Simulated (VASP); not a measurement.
# H (Cm) in VASP: single point with r2SCAN

Aim: the single point of H with r2SCAN.

Everything below comes from runs of VASP 6.6.1. Logs are shortened: lines on timing, memory, paths and dates and some standing lists are left out, and cuts for length are marked.

**1. The cell of the first run**

Symmetry: Cm, No. 8, monoclinic system. Conventional cell: a = 5.463 Å, b = 3.297 Å, c = 6.314 Å, α = 90.00°, β = 90.00°, γ = 90.00°. H (site symmetry m) has 1 H at 0.87 Å within 1.2 Å. Within 1.2 Å of H (site symmetry m) lie 1 H at 0.87 Å. Within 1.0 Å of H (site symmetry m) lie 1 H at 0.74 Å. Within 1.0 Å of H (site symmetry m) lie 1 H at 0.74 Å.

**2. Single point, r2SCAN (atom 1 (H) moved by (-0.100, -0.200) A along y and z)**

The input, POSCAR:

```
H
1.0
    1.6485318600     -2.7316882300      0.0000000000
    1.6485318600      2.7316882300      0.0000000000
    0.0000000000      0.0000000000      6.3137686200
H
4
Direct
    0.5861121993      0.4138878007      0.9678381478
    0.4321915000      0.5678085000      0.0004850500
    0.4321915000      0.5678085000      0.4995149500
    0.5678085000      0.4321915000      0.5004850500
```

The input, INCAR.step1:

```
SYSTEM = H
PREC     = Accurate       ! precision mode
ENCUT    = 520            ! plane-wave cutoff, eV
ISMEAR   = 0              ! smearing method
SIGMA    = 0.05           ! smearing width, eV
LREAL    = .False.        ! projectors in reciprocal space
LASPH    = .True.         ! aspherical terms in the spheres
NELM     = 80             ! most SCF steps
NBANDS   = 10             ! bands
GGA      = PE             ! functional
ALGO     = Normal         ! electronic algorithm
EDIFF    = 1E-4           ! SCF threshold, eV
LWAVE    = .True.         ! write WAVECAR
LCHARG   = .False.        ! write CHGCAR
```

The input, INCAR.step2:

```
SYSTEM = H
PREC     = Accurate       ! precision mode
ENCUT    = 520            ! plane-wave cutoff, eV
EDIFF    = 1E-6           ! SCF threshold, eV
ISMEAR   = 0              ! smearing method
SIGMA    = 0.05           ! smearing width, eV
LREAL    = .False.        ! projectors in reciprocal space
LASPH    = .True.         ! aspherical terms in the spheres
NELM     = 80             ! most SCF steps
ALGO     = Normal         ! electronic algorithm
ISIF     = 2              ! what is computed and relaxed
LWAVE    = .False.        ! write WAVECAR
LCHARG   = .False.        ! write CHGCAR
METAGGA  = R2SCAN         ! meta-GGA
LMIXTAU  = .True.       
NBANDS   = 10             ! bands
ISTART   = 1
```

The input, KPOINTS:

```
regular mesh
0
Gamma
  10 10 6
  0 0 0
```

Potentials or basis: VASP PAW PBE potentials, release 64 (H).

Run with:

```
$ cat potpaw_PBE.64/H/POTCAR > POTCAR
$ cp INCAR.step1 INCAR
$ mpirun -np 1 vasp_std > vasp.out
$ cp INCAR.step2 INCAR
$ mpirun -np 1 vasp_std > vasp.out
```

OUTCAR:

```text
SYSTEM = H
   PREC = Accurate
   ENCUT = 520
   EDIFF = 1E-6
   ISMEAR = 0
   LREAL = .False.
   LASPH = .True.
   NELM = 80
   ISIF = 2
   METAGGA = R2SCAN
   ISTART = 1

 ion  position               nearest neighbor table
   1  0.586  0.414  0.968-   2 0.87
   2  0.432  0.568  0.000-   1 0.87
   3  0.432  0.568  0.500-   4 0.74
   4  0.568  0.432  0.500-   3 0.74

  LATTYP: Found a base centered orthorhombic cell.
 ALAT       =     3.2970637200
 B/A-ratio  =     1.6570430310
 C/A-ratio  =     1.9149671211

  Lattice vectors:

 A1 = (   1.6485318600,  -2.7316882300,   0.0000000000)
 A2 = (   1.6485318600,   2.7316882300,   0.0000000000)
 A3 = (   0.0000000000,   0.0000000000,   6.3137686200)

Analysis of symmetry for initial positions (statically):
=====================================================================
 Subroutine PRICEL returns:
 Original cell was already a primitive cell.

 Routine SETGRP: Setting up the symmetry group for a
 base centered orthorhombic supercell.

 Subroutine GETGRP returns: Found  2 space group operations
 (whereof  2 operations were pure point group operations)
 out of a pool of  8 trial point group operations.

The static configuration has the point symmetry C_1h.

Analysis of symmetry for dynamics (positions and initial velocities):
=====================================================================
 Subroutine PRICEL returns:
 Original cell was already a primitive cell.

 Routine SETGRP: Setting up the symmetry group for a
 base centered orthorhombic supercell.

 Subroutine GETGRP returns: Found  2 space group operations
 (whereof  2 operations were pure point group operations)
 out of a pool of  8 trial point group operations.

The dynamic configuration has the point symmetry C_1h.

 Subroutine INISYM returns: Found  2 space group operations
 (whereof  2 operations are pure point group operations),
 and found     1 'primitive' translations

----------------------------------------------------------------------------------------

                                     Primitive cell

  volume of cell :      56.8653

  direct lattice vectors                    reciprocal lattice vectors
     1.648531860 -2.731688230  0.000000000     0.303300174 -0.183036993  0.000000000
     1.648531860  2.731688230  0.000000000     0.303300174  0.183036993  0.000000000
[... 90 lines left out ...]
   LREAL  =      F    real-space projection
   EDIFFG = 0.1E-04   stopping-criterion for IOM
   NSW    =      0    number of steps for IOM
   IBRION =     -1    ionic relax: 0-MD 1-quasi-New 2-CG
   NFREE  =      0    steps in history (QN), initial steepest desc. (CG)
   ISIF   =      2    stress and relaxation
   ISYM   =      2    0-nonsym 1-usesym 2-fastsym
   POTIM  = 0.5000    time-step for ionic-motion
   TEBEG  =    0.0;   TEEND  =   0.0 temperature during run
   PSTRESS=    0.0 pullay stress
   NELECT =       4.0000    total number of electrons
   NUPDOWN=      -1.0000    fix difference up-down
   EMIN   =  10.00;   EMAX   =-10.00  energy-range for DOS
   EFERMI =   0.00;   METHOD = LEGACY
   ISMEAR =     0;   SIGMA  =   0.05  broadening in eV -4-tet -1-fermi 0-gaus
   EFERMI_NEDOS =   21; number of points for ismear=-14 and -15
   IALGO  =     38    algorithm
   IMIX   =      4    mixing-type and parameters
     AMIX     =   0.40;   BMIX     =  1.00
     AMIX_MAG =   1.60;   BMIX_MAG =  1.00
  volume/ion in A,a.u.               =      14.22        95.94
  Fermi-wavevector in a.u.,A,eV,Ry     =   0.675791  1.277060  6.213693  0.456694
  Thomas-Fermi vector in A             =   1.752912
   LORBIT       =      0    0 simple, 1 ext, 2 COOP (PROOUT), +10 PAW based schemes
   METAGGA = R2SCAN    functional components
   LHFCALC =     F    Hartree Fock is set to
   AEXX    =    0.0000 exact exchange contribution
   IVDW    =     0    specifies the selected vdW correction
   LEPSILON=     F    determine dielectric tensor
   LRPA    =     F    only Hartree local field effects (RPA)
 non-spin polarized calculation
 Gauss-broadening in eV      SIGMA  =   0.05
  energy-cutoff  :      520.00
  volume of cell :       56.87
 maximum number of plane-waves:      1550
   NGX = 11   NGY = 11   NGZ = 23

 number of electron       3.9999998 magnetization

 Free energy of the ion-electron system (eV)
  ---------------------------------------------------
  ext. energy  EPLUGINS =         0.00000000
  ---------------------------------------------------
  free energy    TOTEN  =       -13.56784701 eV

  energy without entropy =      -13.56784701  energy(sigma->0) =      -13.56784701

 E-fermi :  -8.1831     XC(G=0):  -4.8493

 val. band max:       -8.4427479752   @ k =   0.4000   0.4000   0.0000
 cond. band min:      -0.4679159248   @ k =   0.5000   0.5000   0.0000
 fundamental gap:      7.9748320505
 Fermi energy:        -8.1830816530

 k-point     1 :       0.0000    0.0000    0.0000
  band No.  band energies     occupation
      1     -10.7668      2.00000
      2      -9.8986      2.00000
      3       0.9234      0.00000
      4       4.5956      0.00000
      5       7.3046      0.00000
      6       9.0558      0.00000
      7       9.5698      0.00000
      8      10.8172      0.00000
      9      13.3816      0.00000
     10      13.8916      0.00000
[... 287 lines left out ...]
 k-point    24 :       0.4000    0.3000    0.0000
  band No.  band energies     occupation
      1      -9.3566      2.00000
      2      -8.5056      2.00000
      3       0.6703      0.00000
      4       2.6809      0.00000
      5       3.7550      0.00000
      6       5.9631      0.00000
      7       6.5374      0.00000
      8       8.1274      0.00000
      9       9.2520      0.00000
     10      12.0011      0.00000

 [... further k-points ...]
[... 5 lines left out ...]
  --------------------------------------------------------------------------------------
  -------------------------------------------------------------------------------------
  Total        0.0269319     -2.4978671     -0.1072204      0.0000000     -0.6160031      0.0000000
  in kB        0.7588045    -70.3773291     -3.0209308      0.0000000    -17.3558679      0.0000000
  external PRESSURE =     -24.2131518 kB  Pullay stress =       0.0000000 kB

 VOLUME and BASIS-vectors are now :
 -----------------------------------------------------------------------------
  energy-cutoff  :      520.00
  volume of cell :       56.87
      direct lattice vectors                 reciprocal lattice vectors
     1.648531860 -2.731688230  0.000000000     0.303300174 -0.183036993  0.000000000
     1.648531860  2.731688230  0.000000000     0.303300174  0.183036993  0.000000000
     0.000000000  0.000000000  6.313768620     0.000000000  0.000000000  0.158384011

 POSITION                                       TOTAL-FORCE (eV/Angst)
 -----------------------------------------------------------------------------------
      1.64853     -0.47046      6.11071         0.000000      3.000274      0.730452
      1.64853      0.37046      0.00306         0.000000     -3.001481     -0.716948
      1.64853      0.37046      3.15382         0.000000      0.011332     -0.004473
      1.64853     -0.37046      3.15995         0.000000     -0.010125     -0.009031
 -----------------------------------------------------------------------------------
    total drift:                               -0.000000      0.000057     -0.000009

  FREE ENERGIE OF THE ION-ELECTRON SYSTEM (eV)
  ---------------------------------------------------
  free  energy   TOTEN  =       -13.5678470077 eV

  energy  without entropy=      -13.5678470077  energy(sigma->0) =      -13.56784701
```

OUTCAR.step1:

```text
SYSTEM = H
   PREC = Accurate
   ENCUT = 520
   ISMEAR = 0
   LREAL = .False.
   LASPH = .True.
[... 542 lines left out ...]
      1.64853      0.37046      0.00306         0.000000     -2.730611     -0.652736
      1.64853      0.37046      3.15382         0.000000      0.299385     -0.008034
      1.64853     -0.37046      3.15995         0.000000     -0.298898     -0.006886
 -----------------------------------------------------------------------------------
    total drift:                               -0.000000      0.000026     -0.000021

  FREE ENERGIE OF THE ION-ELECTRON SYSTEM (eV)
  ---------------------------------------------------
  free  energy   TOTEN  =       -13.3773731292 eV

  energy  without entropy=      -13.3773731292  energy(sigma->0) =      -13.37737313
```

Run time: 3.3 min. Hardware: 1 thread of AMD EPYC 7R13 (Zen 3), shared host; peak memory 0.18 GiB.

What came out:

- Free energy: -13.5678 eV
- Pressure: -2.4 GPa
- Largest force: 3.088 eV/Å
- Band gap on the k mesh: 7.97 eV (least direct gap 7.98 eV)

Forces on the atoms (eV/Å):
```
H    0.000  3.000  0.730
H    0.000 -3.001 -0.717
H    0.000  0.011 -0.004
H    0.000 -0.010 -0.009
```

Levels at points of the mesh, in eV from the valence-band top:
| k point | band 1 | band 2 | band 3 | band 4 | band 5 | band 6 | band 7 |
| --- | --- | --- | --- | --- | --- | --- | --- |
| (0.00, 0.00, 0.00) | -2.32 | -1.46 | 9.37 | 13.04 | 15.75 | 17.50 | 18.01 |
| (0.50, 0.00, 0.00) | -1.17 | -0.35 | 9.15 | 11.42 | 13.37 | 15.23 | 15.83 |
| (0.50, 0.50, 0.00) | -0.89 | -0.01 | 7.97 | 10.02 | 13.99 | 15.23 | 16.08 |
| (0.00, 0.00, 0.50) | -2.14 | -1.69 | 10.79 | 11.29 | 15.88 | 17.41 | 17.70 |
| (0.50, 0.00, 0.50) | -1.09 | -0.46 | 9.70 | 10.32 | 14.56 | 15.23 | 16.19 |
| (0.50, 0.50, 0.50) | -0.82 | -0.10 | 8.36 | 9.25 | 15.18 | 15.39 | 18.00 |

Caveat: the cell differs from its parent crystal (atom 1 (H) moved by (-0.100, -0.200) A along y and z); the PAW data sets were made with another functional, which shifts forces and pressure a little. A k mesh can miss the band edges.
